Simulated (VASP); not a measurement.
Input of a VASP 6.6.1 run:

The input INCAR:

```
  ALGO = Fast
  EDIFF = 1E-6
  ENCUT = 520
  ISIF = 2
  ISMEAR = 0
  LASPH = T
  LCHARG = T
  LELF = T
  LREAL = F
  LVHAR = T
  LWAVE = F
  NBANDS = 21
  NELM = 60
  PREC = Accurate
  SIGMA = 0.15
```

KPOINTS

```
k-points
0
Gamma
  21 21 10
```

Contents of POSCAR:

```
Ru
1.0
    2.6740588025      0.0000000000      0.0000000000
   -1.3370294013      2.3158028542      0.0000000000
    0.0000000000      0.0000000000      4.2267610266
Ru
2
Direct
    0.3360134465      0.7069550702      0.2500000000
    0.6639865535      0.2930449298      0.7500000000
```

Potentials or basis: VASP PAW LDA potentials, release 64 (Ru_pv).

The run is started by

```bash
$ cat potpaw_LDA.64/Ru_pv/POTCAR > POTCAR
$ mpirun -np 1 vasp_std > vasp.out
```

**Question.** What does it give for the largest force?

**Answer.** 1.569 eV/Å.

**Question.** Estimate the pressure.

**Answer.** 3.4 GPa.

**Question.** Estimate the band gap on the k mesh.

**Answer.** Zero (bands 14 and 15 overlap by 3.18 eV).

Stress tensor (GPa, compression positive):
```
-1.48  2.04  0.00
 2.04  5.47  0.00
 0.00  0.00  6.34
```

Caveat: the cell differs from its parent crystal (atoms displaced along several vibrational modes); the stress differs along the axes, from -1 to 6 GPa; forces of over 1 eV/Å act on the atoms, so gaps and moduli don't describe the material at rest.
